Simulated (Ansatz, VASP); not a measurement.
**PbS: VASP beside Ansatz**

The input INCAR:

```
  PREC = Accurate
  ENCUT = 520
  EDIFF = 1E-6
  ISMEAR = -1
  SIGMA = 0.01
  LREAL = F
  LASPH = T
  NELM = 80
  ALGO = Normal
  ISIF = 2
  LWAVE = F
  LCHARG = F
  GGA = PS
  NBANDS = 28
```

The input KPOINTS:

```
regular mesh
0
Gamma
  7 7 3
```

File POSCAR:

```
PbS
1.0
    2.9260000000     -2.8852975000      0.0002025000
    2.9550000000      2.9147025000      0.0292025000
   -1.0215035500      0.0531462000     11.7038897500
Pb S
2 2
Direct
    0.7756000000      0.7756000000      0.6363800000
    0.2244000000      0.2244000000      0.3636200000
    0.2684000000      0.2684000000      0.5986000000
    0.7316000000      0.7316000000      0.4014000000
```

Input for Ansatz:

```yaml
crystal:
  lattice:
    - [2.926, -2.8852975, 0.0002025]
    - [2.955, 2.9147025, 0.0292025]
    - [-1.02150355, 0.0531462, 11.70388975]
  atoms:
    - { symbol: Pb, position: [0.7756, 0.7756, 0.63638] }
    - { symbol: Pb, position: [0.2244, 0.2244, 0.36362] }
    - { symbol: S, position: [0.2684, 0.2684, 0.5986] }
    - { symbol: S, position: [0.7316, 0.7316, 0.4014] }
kpoints:
  mp_grid: { grid: [7, 7, 3] }
  band_path:
    path:
      - [0.0, 0.0, 0.0]
      - [0.0, 0.5, 0.0]
      - [0.5, 0.0, 0.0]
      - [0.0, 0.0, 0.0]
      - [0.0, 0.0, -0.5]
      - [0.5, 0.5, -0.5]
      - [0.0, 0.0, 0.0]
      - [0.5, 0.0, -0.5]
      - [0.0, 0.5, -0.5]
    npoints: 5
scf:
  occupations: { method: fermi_dirac, width: 0.01 }
hamiltonian:
  xc: pbesol
  pseudopotentials: { kind: all_electron, lapw: { basis_error: 0.0005 } }
output:
  forces: true
  stress: true
  eigenvalues: true
```

Change from the starting cell: equal xy, yz and zx shear strains of +1 %.

Alike in both runs: task single point; functional PBEsol; k mesh 7 × 7 × 3; occupations fermi-dirac, width 0.01 eV; no spin polarisation.

|  | VASP | Ansatz |
| --- | --- | --- |
| version | VASP 6.6.1 | Ansatz 0.2.0 |
| potentials or method | VASP PAW PBE potentials, release 64 (Pb_d, S), cutoff 520 eV | all-electron LAPW, scalar-relativistic |

Ansatz gave:

| Item | Value |
| --- | --- |
| gap on the k mesh at the Fermi level (eV) | 1.28 |
| rms of the force components (eV/Å) | 0.287 |

Q: Which values does VASP return?

A: gap on the k mesh at the Fermi level (eV): 1.27; rms of the force components (eV/Å): 0.287.

VASP's potentials were made for PBE, not for PBEsol. Atom by atom the forces differ by 0.001 eV/Å (rms over components). Ansatz ran all-electron here, and VASP with PAW potentials.

Spin-orbit coupling is off throughout.
